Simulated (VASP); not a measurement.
# AsPt2 (P6/mmm) in VASP: notebook

Runs on AsPt2. Level: PBE. Tasks: single point, relaxation of cell and atoms.

Program: VASP 6.6.1. These are calculated values, not measurements. Logs are shortened: lines on timing, memory, paths and dates and some standing lists are left out, and cuts for length are marked.

### 1 The cell of the first run

It takes space group P6/mmm (No. 191, hexagonal). Conventional cell: a = 4.561 Å, b = 4.561 Å, c = 2.836 Å, α = 90.00°, β = 90.00°, γ = 120.00°. Within 3.7 Å of As (site symmetry 6/mmm) lie 2 As at 2.84 Å and 12 Pt at 2.99 Å. Within 3.5 Å of Pt (site symmetry -6m2) lie 5 Pt at 2.63 to 2.84 Å and 6 As at 2.99 Å.

### 2 Single point, PBE

Contents of INCAR:

```
PREC     = Accurate       # precision mode
ENCUT    = 520            # plane-wave cutoff, eV
EDIFF    = 1E-7           # SCF threshold, eV
ISMEAR   = 0              # smearing method
SIGMA    = 0.1            # smearing width, eV
LREAL    = False          # projectors in reciprocal space
LASPH    = True           # aspherical terms in the spheres
NELM     = 60             # most SCF steps
ALGO     = Normal         # electronic algorithm
ISIF     = 2              # what is computed and relaxed
LWAVE    = False          # write WAVECAR
LCHARG   = True           # write CHGCAR
GGA      = PE             # functional
LELF     = True           # ELF
LVHAR    = True         
NBANDS   = 20             # bands
```

Contents of KPOINTS:

```
regular mesh
0
Gamma
  6 6 4
```

Contents of POSCAR:

```
AsPt2
1.0
    4.5607147558      0.0000000000      0.0000000000
   -2.2803573779      3.9496948379      0.0000000000
    0.0000000000      0.0000000000      2.8356069228
As Pt
1 2
Direct
    0.0000000000      0.0000000000      0.0000000000
    0.3333333333      0.6666666667      0.5000000000
    0.6666666667      0.3333333333      0.5000000000
```

Potentials or basis: VASP PAW PBE potentials, release 64 (As, Pt).

Run with:

```sh
$ cat potpaw_PBE.64/As/POTCAR potpaw_PBE.64/Pt/POTCAR > POTCAR
$ mpirun -np 1 vasp_std > vasp.out
```

OUTCAR:

```text
PREC = Accurate
   ENCUT = 520
   EDIFF = 1E-7
   ISMEAR = 0
   LREAL = False
   LASPH = True
   NELM = 60
   ISIF = 2
   GGA = PE

 ion  position               nearest neighbor table
   1  0.000  0.000  0.000-   2 2.99   3 2.99   2 2.99   3 2.99   2 2.99   2 2.99   3 2.99   3 2.99
                             3 2.99   3 2.99   2 2.99   2 2.99
   2  0.333  0.667  0.500-   3 2.63   3 2.63   3 2.63   1 2.99   1 2.99   1 2.99   1 2.99   1 2.99
                             1 2.99
   3  0.667  0.333  0.500-   2 2.63   2 2.63   2 2.63   1 2.99   1 2.99   1 2.99   1 2.99   1 2.99
                             1 2.99

  LATTYP: Found a hexagonal cell.
 ALAT       =     4.5607147558
 C/A-ratio  =     0.6217461680

  Lattice vectors:

 A1 = (   4.5607147558,   0.0000000000,   0.0000000000)
 A2 = (  -2.2803573779,   3.9496948379,   0.0000000000)
 A3 = (   0.0000000000,   0.0000000000,   2.8356069228)

Analysis of symmetry for initial positions (statically):
=====================================================================
 Subroutine PRICEL returns:
 Original cell was already a primitive cell.

 Routine SETGRP: Setting up the symmetry group for a
 hexagonal supercell.

 Subroutine GETGRP returns: Found 24 space group operations
 (whereof 24 operations were pure point group operations)
 out of a pool of 24 trial point group operations.

The static configuration has the point symmetry D_6h.

Analysis of symmetry for dynamics (positions and initial velocities):
=====================================================================
 Subroutine PRICEL returns:
 Original cell was already a primitive cell.

 Routine SETGRP: Setting up the symmetry group for a
 hexagonal supercell.

 Subroutine GETGRP returns: Found 24 space group operations
 (whereof 24 operations were pure point group operations)
 out of a pool of 24 trial point group operations.

The dynamic configuration has the point symmetry D_6h.

 Subroutine INISYM returns: Found 24 space group operations
 (whereof 24 operations are pure point group operations),
 and found     1 'primitive' translations

----------------------------------------------------------------------------------------

                                     Primitive cell

  volume of cell :      51.0790

  direct lattice vectors                    reciprocal lattice vectors
     4.560714756  0.000000000  0.000000000     0.219263877  0.126592059  0.000000000
    -2.280357378  3.949694838  0.000000000     0.000000000  0.253184117  0.000000000
     0.000000000  0.000000000  2.835606923     0.000000000  0.000000000  0.352658188

  length of vectors
     4.560714756  4.560714756  2.835606923     0.253184117  0.253184117  0.352658188

  position of ions in fractional coordinates (direct lattice)
     0.000000000  0.000000000  0.000000000
     0.333333333  0.666666667  0.500000000
     0.666666667  0.333333333  0.500000000

  ion indices of the primitive-cell ions
   primitive index   ion index
                 1           1
                 2           2
                 3           3

----------------------------------------------------------------------------------------

 KPOINTS: regular mesh

Automatic generation of k-mesh.
 Grid dimensions read from file:
 generate k-points for:    6    6    4

 Generating k-lattice:

  Cartesian coordinates                     Fractional coordinates (reciprocal lattice)
     0.036543980  0.021098676  0.000000000     0.166666667  0.000000000  0.000000000
     0.000000000  0.042197353  0.000000000     0.000000000  0.166666667  0.000000000
     0.000000000  0.000000000  0.088164547     0.000000000  0.000000000  0.250000000

  Length of vectors
     0.042197353  0.042197353  0.088164547

  Shift w.r.t. Gamma in fractional coordinates (k-lattice)
     0.000000000  0.000000000  0.000000000

 Subroutine IBZKPT returns following result:
 ===========================================

 Found     21 irreducible k-points:

 Following reciprocal coordinates:
            Coordinates               Weight
  0.000000  0.000000  0.000000      1.000000
  0.166667  0.000000  0.000000      6.000000
  0.333333 -0.000000  0.000000      6.000000
  0.500000 -0.000000  0.000000      3.000000
  0.166667  0.166667  0.000000      6.000000
  0.333333  0.166667  0.000000     12.000000
[... 13 lines left out ...]
  0.333333  0.166667  0.500000     12.000000
  0.333333  0.333333  0.500000      2.000000
   k-points           NKPTS =     21   k-points in BZ     NKDIM =     21   number of bands    NBANDS=     20
   number of dos      NEDOS =    301   number of ions     NIONS =      3
   total plane-waves  NPLWV =  31104
   dimension x,y,z NGX =    36 NGY =   36 NGZ =   24
   dimension x,y,z NGXF=    72 NGYF=   72 NGZF=   48
   ions per type =               1   2
   NGX,Y,Z   is equivalent  to a cutoff of  13.12, 13.12, 14.07 a.u.
   NGXF,Y,Z  is equivalent  to a cutoff of  26.25, 26.25, 28.14 a.u.
 SYSTEM =  unknown system
   PREC   = accura    normal or accurate (medium, high low for compatibility)
   ISTART =      0    job   : 0-new  1-cont  2-samecut
   ICHARG =      2    charge: 1-file 2-atom 10-const
   ISPIN  =      1    spin polarized calculation?
   LNONCOLLINEAR =      F non collinear calculations
   LSORBIT =      F    spin-orbit coupling
   LASPH  =      T    aspherical Exc in radial PAW
   ENCUT  =  520.0 eV  38.22 Ry    6.18 a.u.   8.48  8.48  5.27*2*pi/ulx,y,z
   NELM   =     60;   NELMIN=  2; NELMDL= -5     # of ELM steps
   EDIFF  = 0.1E-06   stopping-criterion for ELM
   LREAL  =      F    real-space projection
   EDIFFG = 0.1E-05   stopping-criterion for IOM
   NSW    =      0    number of steps for IOM
   IBRION =     -1    ionic relax: 0-MD 1-quasi-New 2-CG
   NFREE  =      0    steps in history (QN), initial steepest desc. (CG)
   ISIF   =      2    stress and relaxation
   ISYM   =      2    0-nonsym 1-usesym 2-fastsym
   POTIM  = 0.5000    time-step for ionic-motion
   TEBEG  =    0.0;   TEEND  =   0.0 temperature during run
   PSTRESS=    0.0 pullay stress
   NELECT =      25.0000    total number of electrons
   NUPDOWN=      -1.0000    fix difference up-down
   EMIN   =  10.00;   EMAX   =-10.00  energy-range for DOS
   EFERMI =   0.00;   METHOD = LEGACY
   ISMEAR =     0;   SIGMA  =   0.10  broadening in eV -4-tet -1-fermi 0-gaus
   EFERMI_NEDOS =   21; number of points for ismear=-14 and -15
   IALGO  =     38    algorithm
   IMIX   =      4    mixing-type and parameters
     AMIX     =   0.40;   BMIX     =  1.00
     AMIX_MAG =   1.60;   BMIX_MAG =  1.00
  volume/ion in A,a.u.               =      17.03       114.90
  Fermi-wavevector in a.u.,A,eV,Ry     =   1.290151  2.438033 22.646769  1.664491
  Thomas-Fermi vector in A             =   2.422001
   LORBIT       =      0    0 simple, 1 ext, 2 COOP (PROOUT), +10 PAW based schemes
   GGA     = PE    functional components
   LHFCALC =     F    Hartree Fock is set to
   AEXX    =    0.0000 exact exchange contribution
   IVDW    =     0    specifies the selected vdW correction
   LEPSILON=     F    determine dielectric tensor
   LRPA    =     F    only Hartree local field effects (RPA)
 non-spin polarized calculation
 Gauss-broadening in eV      SIGMA  =   0.10
  energy-cutoff  :      520.00
  volume of cell :       51.08
 maximum number of plane-waves:      1402
 NGX is ok and might be reduce to    36
   NGX = 17   NGY = 17   NGZ = 11

 number of electron      25.0000000 magnetization

 Free energy of the ion-electron system (eV)
  ---------------------------------------------------
  ext. energy  EPLUGINS =         0.00000000
  ---------------------------------------------------
  free energy    TOTEN  =       -16.04134630 eV

  energy without entropy =      -16.01702545  energy(sigma->0) =      -16.02918587

 E-fermi :   8.8018     XC(G=0): -12.2440

 val. band max:        8.7785460774   @ k =   0.3333   0.1667   0.2500
 cond. band min:       8.8048408604   @ k =   0.3333   0.3333   0.2500
 fundamental gap:      0.0262947830
 Fermi energy:         8.8017815138

 k-point     1 :       0.0000    0.0000    0.0000
  band No.  band energies     occupation
      1      -4.4463      2.00000
      2       3.3634      2.00000
      3       3.3634      2.00000
      4       3.4962      2.00000
      5       4.6474      2.00000
      6       5.2410      2.00000
[... 12 lines left out ...]
     19      19.4285      0.00000
     20      24.4890      0.00000

 k-point     2 :       0.1667    0.0000    0.0000
  band No.  band energies     occupation
      1      -4.2673      2.00000
      2       2.2882      2.00000
      3       3.4650      2.00000
      4       3.7073      2.00000
      5       4.4687      2.00000
      6       5.0796      2.00000
[... 12 lines left out ...]
     19      19.2362      0.00000
     20      23.1245      0.00000

 k-point     3 :       0.3333   -0.0000    0.0000
  band No.  band energies     occupation
      1      -3.8713      2.00000
      2       1.3506      2.00000
      3       3.6540      2.00000
      4       3.8284      2.00000
      5       3.9638      2.00000
      6       4.6918      2.00000
[... 12 lines left out ...]
     19      19.3679      0.00000
     20      21.2025      0.00000

 k-point     4 :       0.5000   -0.0000    0.0000
  band No.  band energies     occupation
      1      -3.6502      2.00000
      2       1.0670      2.00000
      3       3.3753      2.00000
      4       3.7327      2.00000
      5       4.1894      2.00000
      6       4.4070      2.00000
[... 360 lines left out ...]
 k-point    20 :       0.3333    0.1667    0.5000
  band No.  band energies     occupation
      1      -1.0814      2.00000
      2       2.4849      2.00000
      3       3.2966      2.00000
      4       3.9883      2.00000
      5       4.1013      2.00000
      6       4.7616      2.00000
[... 12 lines left out ...]
     19      15.9334      0.00000
     20      20.7919      0.00000

 k-point    21 :       0.3333    0.3333    0.5000
  band No.  band energies     occupation
      1      -1.1140      2.00000
      2       2.4098      2.00000
      3       3.7411      2.00000
      4       3.7411      2.00000
      5       4.6348      2.00000
      6       4.6348      2.00000
[... 12 lines left out ...]
     19      17.8089      0.00000
     20      21.3111      0.00000

------------------------ aborting loop because EDIFF is reached ----------------------------------------

  FORCE on cell =-STRESS in cart. coord.  units (eV):
  Direction    XX          YY          ZZ          XY          YZ          ZX
  --------------------------------------------------------------------------------------
  -------------------------------------------------------------------------------------
  Total       -0.0884424     -0.0884424     -0.0641369      0.0000000     -0.0000000     -0.0000000
  in kB       -2.7741427     -2.7741427     -2.0117609      0.0000000     -0.0000000     -0.0000000
  external PRESSURE =      -2.5200155 kB  Pullay stress =       0.0000000 kB

 VOLUME and BASIS-vectors are now :
 -----------------------------------------------------------------------------
  energy-cutoff  :      520.00
  volume of cell :       51.08
      direct lattice vectors                 reciprocal lattice vectors
     4.560714756  0.000000000  0.000000000     0.219263877  0.126592059  0.000000000
    -2.280357378  3.949694838  0.000000000     0.000000000  0.253184117  0.000000000
     0.000000000  0.000000000  2.835606923     0.000000000  0.000000000  0.352658188

 POSITION                                       TOTAL-FORCE (eV/Angst)
 -----------------------------------------------------------------------------------
      0.00000      0.00000      0.00000        -0.000000      0.000000      0.000000
     -0.00000      2.63313      1.41780        -0.000000      0.000000     -0.000000
      2.28036      1.31656      1.41780         0.000000      0.000000      0.000000
 -----------------------------------------------------------------------------------
    total drift:                                0.000000      0.000000     -0.000000

  FREE ENERGIE OF THE ION-ELECTRON SYSTEM (eV)
  ---------------------------------------------------
  free  energy   TOTEN  =       -16.0413462970 eV

  energy  without entropy=      -16.0170254496  energy(sigma->0) =      -16.02918587
```

It took 14 s on 1 thread of Intel Xeon Platinum 8488C (Sapphire Rapids), shared host; peak memory 0.18 GiB.

Results:

```
Free energy : -16.0413 eV
Pressure    : -0.3 GPa
```

Stress tensor (GPa, compression positive):
```
-0.28  0.00  0.00
 0.00 -0.28  0.00
 0.00  0.00 -0.20
```

Caveat: the k points lie up to 0.55 Å⁻¹ apart; spin-orbit coupling is left out, which moves the levels of the heavy elements.

### 3 Relaxation of cell and atoms, PBE

This run uses another cell than the first one, of 16.01 Å³/atom, 0.940 times its volume.

Contents of INCAR:

```
PREC = Accurate
ENCUT = 600
EDIFF = 1E-7
ISMEAR = 0
SIGMA = 0.1
LREAL = F
LASPH = T
NELM = 100
ALGO = Normal
ISIF = 3
LWAVE = F
LCHARG = F
GGA = PE
IBRION = 2
NSW = 90
EDIFFG = -0.04
```

KPOINTS is that of step 2.

Contents of POSCAR:

```
AsPt2
1.0
    3.7171300067      0.0000000000      0.0000000000
   -1.8585650034      3.2191290150      0.0000000000
    0.0000000000      0.0000000000      4.0135124657
As Pt
1 2
Direct
    0.0000000000      0.0000000000      0.0000000000
    0.3333333333      0.6666666667      0.5000000000
    0.6666666667      0.3333333333      0.5000000000
```

Potentials or basis: VASP PAW PBE potentials, release 64 (As, Pt).

Run with:

```sh
$ cat potpaw_PBE.64/As/POTCAR potpaw_PBE.64/Pt/POTCAR > POTCAR
$ mpirun -np 1 vasp_std > vasp.out
```

It took 3 min on 1 thread of Intel Xeon Platinum 8488C (Sapphire Rapids), shared host; peak memory 0.19 GiB.

Results (log left out):

```yaml
Free_energy: -16.0364 eV
Relaxed_volume: 17.00 Å³/atom
Relaxed_cell: a = 4.555 Å, b = 4.555 Å, c = 2.838 Å, α = 90.00°, β = 90.00°, γ = 120.00°
Space_group_after_relaxing_to_0.05_Å: P6/mmm (No. 191)
Energy_gained_by_relaxing: 1803.5 meV/atom
Ionic_steps: 18
Pressure_after_relaxing: 0.1 GPa
```

Stress tensor (GPa, compression positive):
```
 0.25  0.00  0.00
 0.00  0.25  0.00
 0.00  0.00 -0.13
```

The path:
| step | energy change (eV) | largest force (eV/Å) | pressure (GPa) | volume (Å³) |
| --- | --- | --- | --- | --- |
| 1 | 0.0000 | 0.0000 | 83.54 | 48.03 |
| 2 | 2.8573 | 0.0000 | -13.70 | 123.69 |
| 3 | 0.4847 | 0.0000 | -18.17 | 102.41 |
| 4 | -1.8164 | 0.0000 | -20.88 | 86.16 |
| 5 | -4.3360 | 0.0000 | -10.04 | 65.70 |
| 6 | -4.3485 | 0.0000 | 0.66 | 61.01 |
| 7 | -4.3985 | 0.0000 | -5.33 | 63.32 |
| 8 | -4.3987 | 0.0000 | -4.58 | 63.00 |
| 9 | -4.7949 | 0.0000 | -2.68 | 58.76 |
| 10 | -4.9766 | 0.0000 | 0.56 | 55.51 |
| 11 | -5.1069 | 0.0000 | 13.91 | 48.80 |
| 12 | -5.2898 | 0.0000 | 9.61 | 48.99 |
| 13 | -5.3706 | 0.0000 | 6.87 | 49.10 |
| 14 | -5.4002 | 0.0000 | 3.40 | 50.06 |
| 15 | -5.4065 | 0.0000 | 0.88 | 50.84 |
| 16 | -5.4066 | 0.0000 | 1.07 | 50.78 |
| 17 | -5.4090 | 0.0000 | 0.64 | 50.87 |
| 18 | -5.4105 | 0.0000 | 0.13 | 50.99 |

Final structure:
```yaml
crystal:
  lattice:
    - [4.55477, 0.00000, 0.00000]
    - [-2.27738, 3.94454, 0.00000]
    - [0.00000, 0.00000, 2.83797]
  atoms:
    - { symbol: As, position: [0.00000, 0.00000, 0.00000] }
    - { symbol: Pt, position: [0.33333, 0.66667, 0.50000] }
    - { symbol: Pt, position: [0.66667, 0.33333, 0.50000] }
```

Levels at points of the mesh, in eV from the Fermi level:
| k point | band 9 | band 10 | band 11 | band 12 | band 13 | band 14 | band 15 | band 16 |
| --- | --- | --- | --- | --- | --- | --- | --- | --- |
| (0.00, 0.00, 0.00) | -2.22 | -2.22 | -0.82 | -0.82 | 1.88 | 1.88 | 3.18 | 4.08 |
| (0.50, 0.00, 0.00) | -2.21 | -1.39 | -1.15 | -0.92 | -0.57 | 0.84 | 5.14 | 5.40 |
| (0.00, 0.00, 0.50) | -3.08 | -3.08 | -1.00 | 0.62 | 2.20 | 2.20 | 2.28 | 3.58 |
| (0.50, 0.00, 0.50) | -2.09 | -0.96 | -0.40 | -0.10 | 0.53 | 2.21 | 2.44 | 3.44 |

Caveat: the k points lie up to 0.55 Å⁻¹ apart in the final cell; spin-orbit coupling is left out, which moves the levels of the heavy elements.

### 4 Single point, PBE

Contents of INCAR:

```
SYSTEM = AsPt2
ALGO = Fast
EDIFF = 1E-7
ENCUT = 520
GGA = PE
ISIF = 2
ISMEAR = 0
LASPH = .True.
LCHARG = .True.
LELF = .True.
LREAL = .False.
LVHAR = .True.
LWAVE = .False.
NBANDS = 20
NELM = 80
PREC = Accurate
SIGMA = 0.1
```

Contents of KPOINTS:

```
k-points
0
Gamma
  12 12 16
  0 0 0
```

Contents of POSCAR:

```
AsPt2
1.0
    4.5624474194      0.0000000000      0.0000000000
   -2.2812237097      3.9511953686      0.0000000000
    0.0000000000      0.0000000000      2.8300419439
As Pt
1 2
Direct
    0.0000000000      0.0000000000      0.0000000000
    0.3333333333      0.6666666667      0.5000000000
    0.6666666667      0.3333333333      0.5000000000
```

Run with:

```sh
$ cat potpaw_PBE.64/As/POTCAR potpaw_PBE.64/Pt/POTCAR > POTCAR
$ mpirun -np 1 vasp_std > vasp.out
```

It took 1.9 min on 1 thread of Intel Xeon Platinum 8488C (Sapphire Rapids), shared host; peak memory 0.3 GiB.

Results (log left out):

```yaml
Free_energy: -16.0272 eV
Pressure: -0.2 GPa
```

Stress tensor (GPa, compression positive):
```
-0.29  0.00  0.00
 0.00 -0.29  0.00
 0.00  0.00 -0.15
```

Levels at points of the mesh, in eV from the Fermi level:
| k point | band 9 | band 10 | band 11 | band 12 | band 13 | band 14 | band 15 | band 16 |
| --- | --- | --- | --- | --- | --- | --- | --- | --- |
| (0.00, 0.00, 0.00) | -2.10 | -2.10 | -0.72 | -0.72 | 1.83 | 1.83 | 3.15 | 3.15 |
| (0.50, 0.00, 0.00) | -2.10 | -1.38 | -1.04 | -0.93 | -0.47 | 0.80 | 5.05 | 5.30 |
| (0.00, 0.00, 0.50) | -3.04 | -3.04 | -1.02 | 0.77 | 2.15 | 2.15 | 2.30 | 3.68 |
| (0.50, 0.00, 0.50) | -2.03 | -0.94 | -0.38 | -0.07 | 0.63 | 2.13 | 2.58 | 3.39 |

Caveat: spin-orbit coupling is left out, which moves the levels of the heavy elements.

### 5 Overview

| task | cell | k mesh | cutoff (eV) | gap on the mesh (eV) | pressure (GPa) |
| --- | --- | --- | --- | --- | --- |
| single point | a = 4.561, b = 4.561, c = 2.836 Å, angles 90.0, 90.0, 120.0°, 3 atoms | 6 × 6 × 4 | 520 | none | -0.3 |
| relaxation of cell and atoms | relaxed from a = 3.717, b = 3.717, c = 4.014 Å, angles 90.0, 90.0, 120.0°, 3 atoms | 6 × 6 × 4 | 600 | none | 0.1 |
| single point | a = 4.562, b = 4.562, c = 2.830 Å, angles 90.0, 90.0, 120.0°, 3 atoms | 12 × 12 × 16 | 520 | none | -0.2 |

Alike in all rows: level PBE; potentials or basis VASP PAW PBE potentials, release 64 (As, Pt); no spin polarisation; smearing gaussian 0.1 eV.

Caveats: some runs use coarse meshes; spin-orbit coupling is left out, which moves the levels of the heavy elements.

Absolute energies hang on the potentials; compare differences alone.
